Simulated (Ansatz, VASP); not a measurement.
**Two plane-wave programs on NbTe**

```
Nb Te
1.0
     0.00000    2.87746    2.87746
     5.75492    2.87746    2.87746
     5.75492    5.75492    0.00000
Nb Te
2 2
Direct
  0.50000 0.50000 0.00000
  0.50000 0.50000 0.50000
  0.00000 0.00000 0.00000
  0.00000 0.00000 0.50000
```

Alike in both runs: task single point; functional PBE; k mesh 10 × 10 × 5; occupations gaussian, width 0.05 eV; collinear spin.

```csv
,VASP,Ansatz
version,VASP 6.6.1,Ansatz 0.2.0
potentials or method,"VASP PAW PBE potentials, release 64 (Nb_sv, Te), cutoff 520 eV","scalar-relativistic, plane waves, PAW"
valence electrons in the cell,38,58
```

|  | VASP | Ansatz | Ansatz less VASP |
| --- | --- | --- | --- |
| gap on the k mesh at the Fermi level (eV) | none | none | - |
| pressure (GPa) | -0.1 | 0.0 | +0.14 |
| net moment per atom (μB) | 0.00 | 0.00 | 0.000 |
| size of the moment on the site where the two differ most (μB) | 1.21 | 1.20 | -0.008 |

Site moments also hang on the region over which each program counts them. A gap of «none» marks a metal or a gap that the smearing closes. With one functional, cell and mesh, what is left measures potentials, basis and numerics. VASP's potentials hold 38 valence electrons a cell and Ansatz's 58, so a difference there can come from the potentials and not from the codes.

Spin-orbit coupling is off throughout.
